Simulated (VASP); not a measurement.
## W3N4: single point with PBEsol

Crystal: W3N4.

```
W N
1.0
     4.18022    0.00000   -0.07315
     0.00000    4.18022    0.00000
    -0.07315    0.00000    3.88760
W N
3 4
Direct
  0.50000 0.50000 0.00000
  0.00000 0.50000 0.50000
  0.50000 0.00000 0.50000
  0.50000 0.50000 0.50000
  0.50000 0.00000 0.00000
  0.00000 0.50000 0.00000
  0.00000 0.00000 0.50000
```

This cell differs from its parent crystal: engineering shear strain xz -0.0350, normal strain along z -0.0700.

```yaml
Program: VASP 6.6.1
Task: single point
Functional: PBEsol
Potentials_or_basis: VASP PAW PBE potentials, release 64 (W_sv, N)
Cutoff: 520 eV
k_mesh: 10 × 10 × 10
Occupations: gaussian, width 0.15 eV
Spin: no spin polarisation
```

- Pressure: 39.6 GPa
- Band gap on the k mesh: zero (bands 31 and 32 overlap by 3.09 eV)

Stress tensor (GPa, compression positive):
```
14.05  0.00  2.11
 0.00 13.93  0.00
 2.11  0.00 90.69
```

Levels at points of the mesh, in eV from the Fermi level:
```csv
k point,band 29,band 30,band 31,band 32,band 33,band 34
"(0.00, 0.00, 0.00)",-2.31,-2.28,-1.82,-1.07,-0.94,-0.68
"(0.50, 0.00, 0.00)",-3.34,-1.72,-0.31,-0.20,-0.15,-0.06
"(0.00, 0.50, 0.00)",-3.31,-1.70,-0.32,-0.16,-0.16,-0.15
"(0.50, 0.50, 0.00)",-0.82,0.02,0.18,0.20,0.26,1.32
"(0.00, 0.00, 0.50)",-3.33,-2.00,-0.11,0.85,0.87,1.23
"(0.50, 0.00, 0.50)",-0.48,0.44,0.56,0.98,1.22,1.48
"(0.00, 0.50, 0.50)",-0.46,0.39,0.56,0.98,1.41,1.75
"(0.50, 0.50, 0.50)",1.10,1.23,1.59,2.09,2.14,2.50
```

It took 15 min on 1 thread of Intel Xeon 8259CL (shared host), peak memory 0.66 GiB.

Caveat: the cell differs from its parent crystal (engineering shear strain xz -0.0350, normal strain along z -0.0700); the stress differs along the axes, from 14 to 91 GPa; the PAW data sets were made with another functional, which shifts forces and pressure a little; spin-orbit coupling is left out, which moves the levels of the heavy elements.
